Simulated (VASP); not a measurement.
# Re (C2/c) in VASP: notebook

Re is run at these levels: PBEsol; tasks: single point.

Program: VASP 6.6.1. These are calculated values, not measurements. Logs are shortened: lines on timing, memory, paths and dates and some standing lists are left out, and cuts for length are marked.

**1. The cell of the first run**

The typed cell holds 2 atoms: a = 2.823 Å, b = 2.823 Å, c = 5.360 Å, α = 105.28°, β = 105.28°, γ = 119.99°.

**2. Single point, PBEsol (15.72 Å³/atom)**

The input, INCAR:

```
SYSTEM = Re
PREC = Accurate
ENCUT = 520
EDIFF = 1E-6
ISMEAR = -1
SIGMA = 0.1
LREAL = .FALSE.
LASPH = .TRUE.
NELM = 100
ALGO = Normal
ISIF = 2
LWAVE = .FALSE.
LCHARG = .TRUE.
GGA = PS
LELF = .TRUE.
LVHAR = .TRUE.
NBANDS = 14
```

The input, KPOINTS:

```
Automatic mesh
0
G
  17 17 8
  0 0 0
```

The input, POSCAR:

```
Re
1.0
   -1.8978879248      1.5592741597      1.3912657040
    1.5592741597     -1.8978879248      1.3912657040
    3.5133451482      3.5133451482     -2.0114374349
Re
2
Direct
    0.9583254459      0.0416745541      1.0000000000
    0.7916745541      0.2083254459      0.5000000000
```

Potentials or basis: VASP PAW PBE potentials, release 64 (Re).

Command:

```
cat potpaw_PBE.64/Re/POTCAR > POTCAR
mpirun -np 1 vasp_std > vasp.out
```

OUTCAR:

```text
SYSTEM = Re
   PREC = Accurate
   ENCUT = 520
   EDIFF = 1E-6
   ISMEAR = -1
   LREAL = .FALSE.
   LASPH = .TRUE.
   NELM = 100
   ISIF = 2
   GGA = PS

 ion  position               nearest neighbor table
   1  0.958  0.042  0.000-   2 2.80   2 2.80   2 2.80   2 2.80   2 2.80   2 2.80
   2  0.792  0.208  0.500-   1 2.80   1 2.80   1 2.80   1 2.80   1 2.80   1 2.80

  Warning from LATTYP: Got some problem with cell dimensions!
  Tried to take original basis but could not verify dimensions!
  LATTYP: Found a base centered monoclinic cell.
 ALAT       =     2.8234375503
 B/A-ratio  =     1.7316357880
 C/A-ratio  =     1.6134526930
 COS(beta)  =    -0.0003438231

  Lattice vectors:

 A1 = (  -1.8978879248,   1.5592741597,   1.3912657040)
 A2 = (   1.5592741597,  -1.8978879248,   1.3912657040)
 A3 = (   3.1747313831,   3.1747313831,   0.7710939731)

Analysis of symmetry for initial positions (statically):
=====================================================================
 Subroutine PRICEL returns:
 Original cell was already a primitive cell.

 Routine SETGRP: Setting up the symmetry group for a
 base centered monoclinic supercell.

 Subroutine GETGRP returns: Found  4 space group operations
 (whereof  2 operations were pure point group operations)
 out of a pool of  4 trial point group operations.

The static configuration has the point symmetry C_2 .
 The point group associated with its full space group is C_2h.

Analysis of symmetry for dynamics (positions and initial velocities):
=====================================================================
 Subroutine PRICEL returns:
 Original cell was already a primitive cell.

 Routine SETGRP: Setting up the symmetry group for a
 base centered monoclinic supercell.

 Subroutine GETGRP returns: Found  4 space group operations
 (whereof  2 operations were pure point group operations)
 out of a pool of  4 trial point group operations.

The dynamic configuration has the point symmetry C_2 .
 The point group associated with its full space group is C_2h.

 Subroutine INISYM returns: Found  4 space group operations
 (whereof  2 operations are pure point group operations),
 and found     1 'primitive' translations

----------------------------------------------------------------------------------------

                                     Primitive cell

  volume of cell :      31.4425

  direct lattice vectors                    reciprocal lattice vectors
    -1.897887925  1.559274160  1.391265704    -0.034046693  0.255207896  0.386298686
     1.559274160 -1.897887925  1.391265704     0.255207896 -0.034046693  0.386298686
     3.513345148  3.513345148 -2.011437435     0.152972193  0.152972193  0.037231199

  length of vectors
     2.822930169  2.822930169  5.360323574     0.464238002  0.464238002  0.219515708

  position of ions in fractional coordinates (direct lattice)
     0.958325446  0.041674554  1.000000000
     0.791674554  0.208325446  0.500000000

  ion indices of the primitive-cell ions
   primitive index   ion index
                 1           1
                 2           2

----------------------------------------------------------------------------------------

 KPOINTS: Automatic mesh

Automatic generation of k-mesh.
 Grid dimensions read from file:
 generate k-points for:   17   17    8

 Generating k-lattice:

  Cartesian coordinates                     Fractional coordinates (reciprocal lattice)
    -0.002002747  0.015012229  0.022723452     0.058823529 -0.000000000  0.000000000
     0.015012229 -0.002002747  0.022723452    -0.000000000  0.058823529  0.000000000
     0.019121524  0.019121524  0.004653900    -0.000000000 -0.000000000  0.125000000

  Length of vectors
     0.027308118  0.027308118  0.027439464

  Shift w.r.t. Gamma in fractional coordinates (k-lattice)
     0.000000000  0.000000000  0.000000000

 Subroutine IBZKPT returns following result:
 ===========================================

 Found    621 irreducible k-points:

 Following reciprocal coordinates:
            Coordinates               Weight
  0.000000  0.000000  0.000000      1.000000
  0.058824  0.000000  0.000000      4.000000
  0.117647  0.000000  0.000000      4.000000
  0.176471  0.000000  0.000000      4.000000
  0.235294  0.000000  0.000000      4.000000
  0.294118 -0.000000  0.000000      4.000000
[... 16 lines left out ...]
 -0.176471  0.058824 -0.000000      4.000000
 -0.117647  0.058824  0.000000      4.000000
 [... further k-points ...]
   k-points           NKPTS =    621   k-points in BZ     NKDIM =    621   number of bands    NBANDS=     14
   number of dos      NEDOS =    301   number of ions     NIONS =      2
   total plane-waves  NPLWV =  23040
   dimension x,y,z NGX =    24 NGY =   24 NGZ =   40
   dimension x,y,z NGXF=    48 NGYF=   48 NGZF=   80
   ions per type =               2
   NGX,Y,Z   is equivalent  to a cutoff of  14.13, 14.13, 12.41 a.u.
   NGXF,Y,Z  is equivalent  to a cutoff of  28.27, 28.27, 24.81 a.u.
 SYSTEM =  Re
   PREC   = accura    normal or accurate (medium, high low for compatibility)
   ISTART =      0    job   : 0-new  1-cont  2-samecut
   ICHARG =      2    charge: 1-file 2-atom 10-const
   ISPIN  =      1    spin polarized calculation?
   LNONCOLLINEAR =      F non collinear calculations
   LSORBIT =      F    spin-orbit coupling
   LASPH  =      T    aspherical Exc in radial PAW
   ENCUT  =  520.0 eV  38.22 Ry    6.18 a.u.   5.25  5.25  9.97*2*pi/ulx,y,z
   NELM   =    100;   NELMIN=  2; NELMDL= -5     # of ELM steps
   EDIFF  = 0.1E-05   stopping-criterion for ELM
   LREAL  =      F    real-space projection
   EDIFFG = 0.1E-04   stopping-criterion for IOM
   NSW    =      0    number of steps for IOM
   IBRION =     -1    ionic relax: 0-MD 1-quasi-New 2-CG
   NFREE  =      0    steps in history (QN), initial steepest desc. (CG)
   ISIF   =      2    stress and relaxation
   ISYM   =      2    0-nonsym 1-usesym 2-fastsym
   POTIM  = 0.5000    time-step for ionic-motion
   TEBEG  =    0.0;   TEEND  =   0.0 temperature during run
   PSTRESS=    0.0 pullay stress
   NELECT =      14.0000    total number of electrons
   NUPDOWN=      -1.0000    fix difference up-down
   EMIN   =  10.00;   EMAX   =-10.00  energy-range for DOS
   EFERMI =   0.00;   METHOD = LEGACY
   ISMEAR =    -1;   SIGMA  =   0.10  broadening in eV -4-tet -1-fermi 0-gaus
   EFERMI_NEDOS =   21; number of points for ismear=-14 and -15
   IALGO  =     38    algorithm
   IMIX   =      4    mixing-type and parameters
     AMIX     =   0.40;   BMIX     =  1.00
     AMIX_MAG =   1.60;   BMIX_MAG =  1.00
  volume/ion in A,a.u.               =      15.72       106.09
  Fermi-wavevector in a.u.,A,eV,Ry     =   1.250101  2.362348 21.262535  1.562752
  Thomas-Fermi vector in A             =   2.384111
   LORBIT       =      0    0 simple, 1 ext, 2 COOP (PROOUT), +10 PAW based schemes
   GGA     = PS    functional components
   LHFCALC =     F    Hartree Fock is set to
   AEXX    =    0.0000 exact exchange contribution
   IVDW    =     0    specifies the selected vdW correction
   LEPSILON=     F    determine dielectric tensor
   LRPA    =     F    only Hartree local field effects (RPA)
 non-spin polarized calculation
  energy-cutoff  :      520.00
  volume of cell :       31.44
 maximum number of plane-waves:       863
 NGX is ok and might be reduce to    24
   NGX = 11   NGY = 11   NGZ = 19

 number of electron      14.0000000 magnetization

 Free energy of the ion-electron system (eV)
  ---------------------------------------------------
  ext. energy  EPLUGINS =         0.00000000
  ---------------------------------------------------
  free energy    TOTEN  =       -26.56503199 eV

  energy without entropy =      -26.50606022  energy(sigma->0) =      -26.53554610

 E-fermi :   6.9225     XC(G=0): -13.4601

 val. band max:        6.9210406235   @ k =  -0.3529  -0.4118   0.3750
 cond. band min:       6.9229314088   @ k =   0.1765   0.1176   0.2500
 fundamental gap:      0.0018907853
 Fermi energy:         6.9224918900

 k-point     1 :       0.0000    0.0000    0.0000
  band No.  band energies     occupation
      1      -2.5176      2.00000
      2       0.7560      2.00000
      3       5.4969      2.00000
      4       5.5021      2.00000
      5       5.5058      2.00000
      6       6.2523      1.99755
      7       6.2568      1.99743
      8       7.0955      0.30121
      9       7.0976      0.29572
     10       7.4289      0.01256
     11       9.9934      0.00000
     12       9.9945      0.00000
     13      16.0621      0.00000
     14      20.9892      0.00000

 k-point     2 :       0.0588    0.0000    0.0000
  band No.  band energies     occupation
      1      -2.3477      2.00000
      2       0.8807      2.00000
      3       5.1403      2.00000
      4       5.5945      2.00000
      5       5.7637      1.99998
      6       6.1097      1.99941
      7       6.3410      1.99405
      8       6.8187      1.47709
      9       7.0603      0.40271
     10       7.1374      0.20875
     11      10.0612      0.00000
     12      10.5491      0.00000
     13      16.2302      0.00000
     14      21.1698      0.00000

 k-point     3 :       0.1176    0.0000    0.0000
  band No.  band energies     occupation
      1      -1.8558      2.00000
      2       1.2345      2.00000
      3       4.7468      2.00000
      4       5.3763      2.00000
      5       5.7330      1.99999
      6       5.8354      1.99996
      7       6.3426      1.99396
      8       6.5635      1.94629
      9       7.0589      0.40708
     10       7.1710      0.15387
     11      10.1997      0.00000
     12      11.4274      0.00000
     13      16.7203      0.00000
     14      21.7131      0.00000
[... 324 lines left out ...]
 k-point    23 :      -0.1765    0.0588   -0.0000
  band No.  band energies     occupation
      1      -1.4939      2.00000
      2       1.5583      2.00000
      3       4.4620      2.00000
      4       4.8878      2.00000
      5       5.6967      1.99999
      6       6.0073      1.99979
      7       6.2217      1.99819
      8       6.7166      1.77360
      9       7.1527      0.18186
     10       7.2029      0.11426
     11      10.2711      0.00000
     12      12.1544      0.00000
     13      16.6998      0.00000
     14      22.3278      0.00000

 k-point    24 :      -0.1176    0.0588    0.0000
  band No.  band energies     occupation
      1      -2.0904      2.00000
      2       1.1194      2.00000
      3       4.8422      2.00000
      4       5.8021      1.99997
      5       5.8554      1.99995
      6       5.9491      1.99988
      7       6.2943      1.99627
      8       6.5457      1.95482
      9       6.8288      1.43700
     10       7.1235      0.23628
     11      10.1559      0.00000
     12      11.3584      0.00000
     13      16.2041      0.00000
     14      21.6942      0.00000

 [... further k-points ...]

------------------------ aborting loop because EDIFF is reached ----------------------------------------

  FORCE on cell =-STRESS in cart. coord.  units (eV):
  Direction    XX          YY          ZZ          XY          YZ          ZX
  --------------------------------------------------------------------------------------
  -------------------------------------------------------------------------------------
  Total       -5.0656864     -5.0656864     -5.0518432     -0.0446167     -0.0035767     -0.0035767
  in kB     -258.1258815   -258.1258815   -257.4204952     -2.2734752     -0.1822544     -0.1822540
  external PRESSURE =    -257.8907528 kB  Pullay stress =       0.0000000 kB

 VOLUME and BASIS-vectors are now :
 -----------------------------------------------------------------------------
  energy-cutoff  :      520.00
  volume of cell :       31.44
      direct lattice vectors                 reciprocal lattice vectors
    -1.897887925  1.559274160  1.391265704    -0.034046693  0.255207896  0.386298686
     1.559274160 -1.897887925  1.391265704     0.255207896 -0.034046693  0.386298686
     3.513345148  3.513345148 -2.011437435     0.152972193  0.152972193  0.037231199

 POSITION                                       TOTAL-FORCE (eV/Angst)
 -----------------------------------------------------------------------------------
     -1.75381      1.41520      1.39127        -0.000744      0.000744     -0.000000
      0.57900      2.59573      0.38555         0.000744     -0.000744      0.000000
 -----------------------------------------------------------------------------------
    total drift:                               -0.000000      0.000000     -0.000000

  FREE ENERGIE OF THE ION-ELECTRON SYSTEM (eV)
  ---------------------------------------------------
  free  energy   TOTEN  =       -26.5650319875 eV

  energy  without entropy=      -26.5060602221  energy(sigma->0) =      -26.53554610
```

Wall time 6.5 min (1 thread of AMD EPYC 7R13, shared host); peak memory 0.33 GiB.

What came out:

```yaml
Free_energy: -26.5650 eV
Pressure: -25.8 GPa
Band_gap_on_the_k_mesh: zero (bands 7 and 8 overlap by 2.91 eV)
```

Caveat: the cell stands under tension; the PAW data sets were made with another functional, which shifts forces and pressure a little; spin-orbit coupling is left out, which moves the levels of the heavy elements.

**3. Single point, PBEsol (16.30 Å³/atom)**

This run uses another cell than the first one, of 16.30 Å³/atom.

The input, INCAR:

```
ALGO = Normal
EDIFF = 1E-6
ENCUT = 520
GGA = PS
ISIF = 2
ISMEAR = -1
LASPH = T
LCHARG = T
LELF = T
LREAL = F
LVHAR = T
LWAVE = F
NBANDS = 14
NELM = 100
PREC = Accurate
SIGMA = 0.1
```

The input, KPOINTS:

```
k-points
0
Gamma
  17 17 8
```

The input, POSCAR:

```
Re
1.0
   -1.9210351808      1.5782915725      1.4082340312
    1.5782915725     -1.9210351808      1.4082340312
    3.5561950438      3.5561950438     -2.0359695775
Re
2
Direct
    0.9583254459      0.0416745541      1.0000000000
    0.7916745541      0.2083254459      0.5000000000
```

Potentials or basis: VASP PAW PBE potentials, release 64 (Re).

Command:

```
cat potpaw_PBE.64/Re/POTCAR > POTCAR
mpirun -np 1 vasp_std > vasp.out
```

Run time: 7.9 min. Hardware: 1 thread of AMD EPYC 7R13, shared host; peak memory 0.34 GiB.

Results (log left out):

```
Free energy            : -26.3439 eV
Pressure               : -35.0 GPa
Band gap on the k mesh : zero (bands 7 and 8 overlap by 2.75 eV)
```

Stress tensor (GPa, compression positive):
```
-35.01  -0.30  -0.04
 -0.30 -35.01  -0.04
 -0.04  -0.04 -34.85
```

Levels at points of the mesh, in eV from the Fermi level:
```
           k point  band 5  band 6  band 7  band 8  band 9  band 10
(0.00, 0.00, 0.00)   -1.34   -0.63   -0.63    0.17    0.17     0.46
(0.00, 0.00, 0.50)   -1.46   -1.46   -1.46   -1.46    2.18     2.18
```

Caveat: the cell stands under tension; the PAW data sets were made with another functional, which shifts forces and pressure a little; spin-orbit coupling is left out, which moves the levels of the heavy elements.

**4. Single point, PBEsol**

This run uses another cell than the first one, of 14.56 Å³/atom.

The input, INCAR:

```
PREC = Accurate
ENCUT = 520
EDIFF = 1E-7
ISMEAR = -1
SIGMA = 0.1
LREAL = F
LASPH = T
NELM = 80
ALGO = Normal
ISIF = 2
LWAVE = F
LCHARG = F
GGA = PS
ISYM = 0
NBANDS = 14
```

The input, KPOINTS:

```
Automatic mesh
0
Gamma
  13 13 9
```

The input, POSCAR:

```
Re
1.0
   -1.8498193191      1.5197817672      1.3560285323
    1.5197817672     -1.8498193191      1.3560285323
    3.4243611780      3.4243611780     -1.9604929130
Re
2
Direct
    0.9583254459      0.0416745541      1.0000000000
    0.7916745541      0.2083254459      0.5000000000
```

Command:

```
cat potpaw_PBE.64/Re/POTCAR > POTCAR
mpirun -np 1 vasp_std > vasp.out
```

It took 7.1 min on 1 thread of AMD EPYC 7R13, shared host; peak memory 0.34 GiB.

Results (log left out):

* Free energy: -26.7634 eV
* Pressure: 0.0 GPa
* Band gap on the k mesh: zero (bands 7 and 8 overlap by 3.13 eV)

Stress tensor (GPa, compression positive):
```
 0.01 -0.07 -0.02
-0.07  0.01 -0.02
-0.02 -0.02  0.08
```

Levels at points of the mesh, in eV from the Fermi level:
```tsv
k point	band 4	band 5	band 6	band 7	band 8	band 9	band 10	band 11
(0.00, 0.00, 0.00)	-1.61	-1.60	-0.76	-0.76	0.18	0.18	0.64	3.42
```

Caveat: the PAW data sets were made with another functional, which shifts forces and pressure a little; spin-orbit coupling is left out, which moves the levels of the heavy elements.

**5. Summary**

```tsv
cell	k mesh	gap on the mesh (eV)	pressure (GPa)
a = 2.823, b = 2.823, c = 5.360 Å, angles 105.3, 105.3, 120.0°, 2 atoms	17 × 17 × 8	none	-25.8
a = 2.857, b = 2.857, c = 5.426 Å, angles 105.3, 105.3, 120.0°, 2 atoms	17 × 17 × 8	none	-35.0
a = 2.751, b = 2.751, c = 5.225 Å, angles 105.3, 105.3, 120.0°, 2 atoms	13 × 13 × 9	none	0.0
```

Alike in all rows: task single point; level PBEsol; potentials or basis VASP PAW PBE potentials, release 64 (Re); no spin polarisation; cutoff (eV) 520; smearing fermi-dirac 0.1 eV.

Caveats: the PAW data sets were made with another functional, which shifts forces and pressure a little; spin-orbit coupling is left out, which moves the levels of the heavy elements; the cell stands under tension (at least some runs).

Absolute energies hang on the potentials; compare differences alone.
